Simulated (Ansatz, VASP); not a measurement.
Y in VASP and in Ansatz

```xyz
2
Lattice="0.0000 3.3973 3.3973 3.3973 0.0000 3.3973 3.3973 3.3973 0.0000" Properties=species:S:1:pos:R:3 pbc="T T T"
Y    -0.8493   -0.8493   -0.8493
Y     0.8493    0.8493    0.8493
```

Alike in both runs: task relaxation of cell and atoms; functional PBEsol; k mesh 10 × 10 × 10; occupations fermi-dirac, width 0.08 eV; no spin polarisation.

|  | VASP | Ansatz |
| --- | --- | --- |
| version | VASP 6.6.1 | Ansatz 0.2.0 |
| potentials or method | VASP PAW PBE potentials, release 64 (Y_sv) | PAW with Ansatz's default frozen-core files, scalar-relativistic |
| plane-wave cutoff (eV) | 600 | 420 |
| valence electrons in the cell | 22 | 22 |

|  | VASP | Ansatz | Ansatz less VASP |
| --- | --- | --- | --- |
| relaxed volume (Å³/atom) | 39.87 | 39.75 | -0.113 |
| relaxed length of the cell vector where the two differ most in proportion (Å) | 4.831 | 4.827 | -0.0046 |

VASP's potentials were made for PBE, not for PBEsol.
